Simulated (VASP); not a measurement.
# Al16BN15 (a cell with a defect) in VASP: further runs, part 2 of 2

VASP 6.6.1. The steps go on from the part before.

## 3. Single point, PBE

Contents of INCAR:

```
ALGO     = Normal         # electronic algorithm
EDIFF    = 1E-6           # SCF threshold, eV
ENCUT    = 520            # plane-wave cutoff, eV
GGA      = PE             # functional
GGA_COMPAT= F            
ISIF     = 2              # what is computed and relaxed
ISMEAR   = 0              # smearing method
ISYM     = -1           
LASPH    = T              # aspherical terms in the spheres
LCHARG   = F              # write CHGCAR
LREAL    = Auto         
LWAVE    = F              # write WAVECAR
NBANDS   = 85             # bands
NELM     = 120            # most SCF steps
PREC     = Accurate       # precision mode
SIGMA    = 0.01           # smearing width, eV
```

Contents of KPOINTS:

```
explicit points
1
Reciprocal
  0.25000000   0.25000000   0.25000000 1
```

Contents of POSCAR:

```
Al16BN15
1.0
    6.2595139128      0.0000000578      0.0000000000
   -3.1297570064      5.4208980350      0.0000000000
    0.0000000000      0.0000000000     10.0348065929
Al N B
16 15 1
Direct
    0.3374711104      0.1622348024      0.2474581564
    0.1605733743      0.3387906901      0.4992625287
    0.3307750603      0.1707203152      0.7490952952
    0.1683815997      0.3308237314      1.0017099956
    0.3442985795      0.6626987305      0.2523966600
    0.1744063359      0.8556524117      0.4962292269
    0.3273757951      0.6666538826      0.7525897066
    0.1731066470      0.8322533788      0.9958213989
    0.8374688376      0.1560050959      0.2521859488
    0.6438413738      0.3247297121      0.4957191683
    0.8340233745      0.1728441075      0.7524235254
    0.6672532872      0.3267341871      0.9958424125
    0.8546567273      0.6450983512      0.2354715936
    0.6517304312      0.8467968069      0.5166460545
    0.8310477354      0.6709299269      0.7458953999
    0.6707640141      0.8279786442      0.9988891663
    0.3237290744      0.1755831189      0.4350886706
    0.1721703248      0.3280292999      0.1908597856
    0.3331224434      0.1668716836      0.9375095067
    0.1651172843      0.3352723724      0.6894755123
    0.3266877035      0.6755568110      0.4415503510
    0.1877650439      0.8306584847      0.1823060547
    0.3347275419      0.6627753693      0.9408037463
    0.1676342324      0.8367867103      0.6886263296
    0.8236211678      0.1719320454      0.4413883638
    0.6689826125      0.3121017331      0.1822898467
    0.8354840290      0.1642002882      0.9410387944
    0.6658415800      0.3347393212      0.6884113436
    0.6812739780      0.8198553346      0.1940228237
    0.8359754429      0.6638437477      0.9380095591
    0.6609581899      0.8394026345      0.7013204013
    0.8194891822      0.6798980299      0.4354902740
```

Potentials or basis: VASP PAW PBE potentials, release 64 (Al, N, B).

Launch:

```
> cat potpaw_PBE.64/Al/POTCAR potpaw_PBE.64/N/POTCAR potpaw_PBE.64/B/POTCAR > POTCAR
> mpirun -np 1 vasp_std > vasp.out
```

OUTCAR:

```text
EDIFF = 1E-6
   ENCUT = 520
   GGA = PE
   ISIF = 2
   ISMEAR = 0
   ISYM = -1
   LASPH = T
   LREAL = Auto
   NELM = 120
   PREC = Accurate

 ion  position               nearest neighbor table
   1  0.337  0.162  0.247-  18 1.88  17 1.89  26 1.91  22 1.92  10 2.99   6 3.00   4 3.07  12 3.09
                             8 3.09   9 3.11   5 3.11  13 3.14  13 3.14   5 3.15   9 3.15   2 3.17
   2  0.161  0.339  0.499-  17 1.88  20 1.91  21 1.92  25 1.92   9 3.04   5 3.04   6 3.07  10 3.07
                            11 3.10   7 3.10   3 3.11  14 3.13  14 3.14   1 3.17  10 3.19   6 3.19
   3  0.331  0.171  0.749-  20 1.89  19 1.89  24 1.91  28 1.92  10 3.06   6 3.06  12 3.08   4 3.08
                             8 3.08   2 3.11   7 3.12  11 3.12  15 3.13  15 3.13  11 3.14   7 3.14
   4  0.168  0.331  0.002-  19 1.89  18 1.90  23 1.90  27 1.90   1 3.07   3 3.08   9 3.09  11 3.09
                             7 3.09   5 3.09   8 3.12  12 3.12  16 3.13  16 3.13  12 3.14   8 3.14
   5  0.344  0.663  0.252-  22 1.89  21 1.91  18 1.92  29 1.92  13 3.02   2 3.04   9 3.09   4 3.09
                            16 3.10   1 3.11  14 3.14   6 3.14   1 3.15   8 3.17   9 3.17  13 3.26
   6  0.174  0.856  0.496-  17 1.84  21 1.89  24 1.93  32 2.02  10 2.94   1 3.00  14 3.02   3 3.06
                             2 3.07  15 3.12   5 3.14  13 3.15   7 3.17   2 3.19  14 3.25  10 3.32
   7  0.327  0.667  0.753-  31 1.88  23 1.89  24 1.90  20 1.90  14 2.95   8 2.99  11 3.09   4 3.09
                            16 3.09   2 3.10   3 3.12  15 3.12  15 3.14   3 3.14  11 3.17   6 3.17
   8  0.173  0.832  0.996-  22 1.87  23 1.88  19 1.91  30 1.92  13 2.97   7 2.99   3 3.08  12 3.09
                             1 3.09  15 3.12   4 3.12  16 3.13  16 3.13   4 3.14  12 3.17   5 3.17
   9  0.837  0.156  0.252-  26 1.89  25 1.91  29 1.91  18 1.92  13 3.01   2 3.04   5 3.09   4 3.09
                            16 3.10   1 3.11  10 3.14  14 3.14   1 3.15  12 3.17   5 3.17  13 3.26
  10  0.644  0.325  0.496-  17 1.84  25 1.89  28 1.94  32 2.02   6 2.94   1 2.99  14 3.02   3 3.06
                             2 3.07  15 3.14   9 3.14  13 3.15  11 3.18   2 3.19  14 3.25   6 3.32
  11  0.834  0.173  0.752-  31 1.88  27 1.89  28 1.90  20 1.90  14 2.96  12 3.00   7 3.09   4 3.09
                             2 3.10  16 3.10   3 3.12  15 3.13  15 3.13   3 3.14   7 3.17  10 3.18
  12  0.667  0.327  0.996-  26 1.87  27 1.88  19 1.90  30 1.92  13 2.97  11 3.00   3 3.08   1 3.09
                             8 3.09   4 3.12  15 3.13  16 3.13  16 3.13   4 3.14   8 3.17   9 3.17
  13  0.855  0.645  0.235-  26 1.89  22 1.89  29 1.93  32 2.04  12 2.97   8 2.97   9 3.01   5 3.02
                            16 3.10   1 3.14   1 3.14  10 3.15   6 3.15   5 3.26   9 3.26
  14  0.652  0.847  0.517-  31 1.86  21 1.92  25 1.92  32 1.99   7 2.95  11 2.96  15 3.00   6 3.02
                            10 3.02   2 3.13   5 3.14   2 3.14   9 3.14  10 3.25   6 3.25
  15  0.831  0.671  0.746-  31 1.89  28 1.91  24 1.91  30 1.93  14 3.00  16 3.07   8 3.12   7 3.12
                             6 3.12  12 3.13  11 3.13   3 3.13   3 3.13  11 3.13  10 3.14   7 3.14
  16  0.671  0.828  0.999-  30 1.89  23 1.91  27 1.91  29 1.96  15 3.07   7 3.09  13 3.10   5 3.10
                            11 3.10   9 3.10  12 3.13   4 3.13   8 3.13   8 3.13   4 3.13  12 3.13
  17  0.324  0.176  0.435-  10 1.84   6 1.84   2 1.88   1 1.89
  18  0.172  0.328  0.191-   1 1.88   4 1.90   9 1.92   5 1.92
  19  0.333  0.167  0.938-   3 1.89   4 1.89  12 1.90   8 1.91
  20  0.165  0.335  0.689-   3 1.89  11 1.90   7 1.90   2 1.91
  21  0.327  0.676  0.442-   6 1.89   5 1.91   2 1.92  14 1.92
  22  0.188  0.831  0.182-   8 1.87  13 1.89   5 1.89   1 1.92
[... 8 lines left out ...]
  31  0.661  0.839  0.701-  14 1.86  11 1.88   7 1.88  15 1.89
  32  0.819  0.680  0.435-  14 1.99  10 2.02   6 2.02  13 2.04

IMPORTANT INFORMATION: All symmetrisations will be switched off!
NOSYMM: (Re-)initialisation of all symmetry stuff for point group C_1.

----------------------------------------------------------------------------------------

                                     Primitive cell

  volume of cell :     340.5029

  direct lattice vectors                    reciprocal lattice vectors
     6.259513913  0.000000058  0.000000000     0.159756813  0.092235641  0.000000000
    -3.129757006  5.420898035  0.000000000    -0.000000002  0.184471279  0.000000000
[... 102 lines left out ...]
   NELM   =    120;   NELMIN=  2; NELMDL= -5     # of ELM steps
   EDIFF  = 0.1E-05   stopping-criterion for ELM
   LREAL  =      T    real-space projection
   EDIFFG = 0.1E-04   stopping-criterion for IOM
   NSW    =      0    number of steps for IOM
   IBRION =     -1    ionic relax: 0-MD 1-quasi-New 2-CG
   NFREE  =      0    steps in history (QN), initial steepest desc. (CG)
   ISIF   =      2    stress and relaxation
   ISYM   =     -1    0-nonsym 1-usesym 2-fastsym
   POTIM  = 0.5000    time-step for ionic-motion
   TEBEG  =    0.0;   TEEND  =   0.0 temperature during run
   PSTRESS=    0.0 pullay stress
   NELECT =     126.0000    total number of electrons
   NUPDOWN=      -1.0000    fix difference up-down
   EMIN   =  10.00;   EMAX   =-10.00  energy-range for DOS
   EFERMI =   0.00;   METHOD = LEGACY
   ISMEAR =     0;   SIGMA  =   0.01  broadening in eV -4-tet -1-fermi 0-gaus
   EFERMI_NEDOS =   21; number of points for ismear=-14 and -15
   IALGO  =     38    algorithm
   IMIX   =      4    mixing-type and parameters
     AMIX     =   0.40;   BMIX     =  1.00
     AMIX_MAG =   1.60;   BMIX_MAG =  1.00
  volume/ion in A,a.u.               =      10.64        71.81
  Fermi-wavevector in a.u.,A,eV,Ry     =   1.175325  2.221043 18.794944  1.381389
  Thomas-Fermi vector in A             =   2.311708
   LORBIT       =      0    0 simple, 1 ext, 2 COOP (PROOUT), +10 PAW based schemes
   GGA     = PE    functional components
   LHFCALC =     F    Hartree Fock is set to
   AEXX    =    0.0000 exact exchange contribution
   IVDW    =     0    specifies the selected vdW correction
   LEPSILON=     F    determine dielectric tensor
   LRPA    =     F    only Hartree local field effects (RPA)
 non-spin polarized calculation
 Gauss-broadening in eV      SIGMA  =   0.01
  energy-cutoff  :      520.00
  volume of cell :      340.50
 maximum number of plane-waves:      9148
 NGX is ok and might be reduce to    48
   NGX = 23   NGY = 23   NGZ = 37

 number of electron     125.9999999 magnetization

 Free energy of the ion-electron system (eV)
  ---------------------------------------------------
  ext. energy  EPLUGINS =         0.00000000
  ---------------------------------------------------
  free energy    TOTEN  =      -232.22857383 eV

  energy without entropy =     -232.22857383  energy(sigma->0) =     -232.22857383

 E-fermi :   7.0740     XC(G=0): -10.8561

 val. band max:        6.9956143105   @ k =   0.2500   0.2500   0.2500
 cond. band min:       7.4906790409   @ k =   0.2500   0.2500   0.2500
 fundamental gap:      0.4950647304
 Fermi energy:         7.0739665791

 k-point     1 :       0.2500    0.2500    0.2500
  band No.  band energies     occupation
      1      -8.6084      2.00000
      2      -8.1921      2.00000
      3      -8.0294      2.00000
      4      -7.9170      2.00000
      5      -7.6779      2.00000
      6      -7.6079      2.00000
[... 67 lines left out ...]
     74      12.8068      0.00000
     75      13.1455      0.00000
 [bands above 75 left out]

------------------------ aborting loop because EDIFF is reached ----------------------------------------

  FORCE on cell =-STRESS in cart. coord.  units (eV):
  Direction    XX          YY          ZZ          XY          YZ          ZX
  --------------------------------------------------------------------------------------
  -------------------------------------------------------------------------------------
  Total        9.7847819      2.6075533     12.3700417     -6.3509679      4.4051305     -6.2208808
  in kB       46.0405893     12.2693883     58.2050799    -29.8833748     20.7275755    -29.2712727
  external PRESSURE =      38.8383525 kB  Pullay stress =       0.0000000 kB

 VOLUME and BASIS-vectors are now :
 -----------------------------------------------------------------------------
  energy-cutoff  :      520.00
  volume of cell :      340.50
      direct lattice vectors                 reciprocal lattice vectors
     6.259513913  0.000000058  0.000000000     0.159756813  0.092235641  0.000000000
    -3.129757006  5.420898035  0.000000000    -0.000000002  0.184471279  0.000000000
     0.000000000  0.000000000 10.034806593     0.000000000  0.000000000  0.099653141

 POSITION                                       TOTAL-FORCE (eV/Angst)
 -----------------------------------------------------------------------------------
      1.60465      0.87946      2.48319         0.004034     -0.002571      0.000185
     -0.05522      1.83655      5.01000         0.005236      0.003365     -0.001399
      1.53618      0.92546      7.51703        -0.001232     -0.001421     -0.007221
      0.01859      1.79336      0.01716        -0.000784      0.002678     -0.002367
      0.08106      3.59242      2.53275        -0.003208     -0.002290      0.003390
     -1.58629      4.63840      4.97956         0.002379     -0.002005      0.008809
[... 24 lines left out ...]
      1.51015      4.55032      7.03761         0.003203     -0.000282     -0.006634
      3.00169      3.68566      4.37006         0.004387     -0.002255     -0.011072
 -----------------------------------------------------------------------------------
    total drift:                                0.009223     -0.008065      0.007285

  FREE ENERGIE OF THE ION-ELECTRON SYSTEM (eV)
  ---------------------------------------------------
  free  energy   TOTEN  =      -232.2285738264 eV

  energy  without entropy=     -232.2285738264  energy(sigma->0) =     -232.22857383
```

Run time: 71 s. Hardware: 1 thread of AMD EPYC 7R13 (Zen 3), shared host; peak memory 0.38 GiB.

Results:

* Free energy: -232.2286 eV
* Pressure: 3.9 GPa
* Largest force: 0.012 eV/Å

Forces on the atoms (eV/Å):
```
Al   0.004 -0.003  0.000
Al   0.005  0.003 -0.001
Al  -0.001 -0.001 -0.007
Al  -0.001  0.003 -0.002
Al  -0.003 -0.002  0.003
Al   0.002 -0.002  0.009
Al  -0.004 -0.002 -0.001
Al   0.004  0.003 -0.005
Al   0.002  0.004  0.003
Al   0.004 -0.003 -0.005
Al   0.000  0.005 -0.002
Al  -0.003 -0.001 -0.002
Al   0.000 -0.003  0.007
Al  -0.001  0.004 -0.002
Al  -0.003 -0.002  0.009
Al  -0.001  0.000  0.004
N   -0.005  0.000 -0.001
N   -0.002  0.000  0.001
N    0.000 -0.001  0.003
N   -0.002  0.001  0.000
N   -0.001 -0.002  0.000
N   -0.002  0.000  0.004
N   -0.001 -0.001  0.003
N    0.001  0.002 -0.003
N    0.001 -0.001  0.002
N   -0.004 -0.001  0.002
N    0.003 -0.001 -0.001
N    0.000  0.002  0.004
N   -0.003  0.004 -0.001
N    0.002 -0.002 -0.002
N    0.003  0.000 -0.007
B    0.004 -0.002 -0.011
```

Stress tensor (GPa, compression positive):
```
 4.60 -2.99 -2.93
-2.99  1.23  2.07
-2.93  2.07  5.82
```
